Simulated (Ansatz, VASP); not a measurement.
BiBrO in VASP and in Ansatz

```
CELL_PARAMETERS angstrom
3.88262 0.00000 0.00000
0.00000 3.88262 0.00000
0.00000 0.00000 7.75530
ATOMIC_POSITIONS crystal
Bi 0.00000 0.50000 0.15756
Bi 0.50000 0.00000 0.84244
Br 0.00000 0.50000 0.65172
Br 0.50000 0.00000 0.34828
O 0.00000 0.00000 0.00000
O 0.50000 0.50000 0.00000
```

Alike in both runs: task single point; functional LDA; k mesh 8 × 8 × 4; occupations gaussian, width 0.05 eV; no spin polarisation.

|  | VASP | Ansatz |
| --- | --- | --- |
| version | VASP 6.6.1 | Ansatz 0.2.0 |
| potentials or method | VASP PAW LDA potentials, release 64 (Bi_d, Br, O), cutoff 520 eV | scalar-relativistic, plane waves, PAW |
| valence electrons in the cell | 56 | 56 |

```csv
,VASP,Ansatz,Ansatz less VASP
gap on the k mesh at the Fermi level (eV),1.97,1.99,+0.018
least direct gap on the mesh (eV),2.17,2.17,+0.009
pressure (GPa),1.8,1.4,-0.33
"traceless stress, the component that is largest in VASP (GPa)",0.31,0.36,+0.057
rms of the force components (eV/Å),0.127,0.099,-0.0281
```

LDA's correlation is that of Perdew and Zunger in VASP and of Perdew and Wang (1992) in Ansatz. Atom by atom the forces differ by 0.028 eV/Å (rms over components).

Spin-orbit coupling is off throughout.
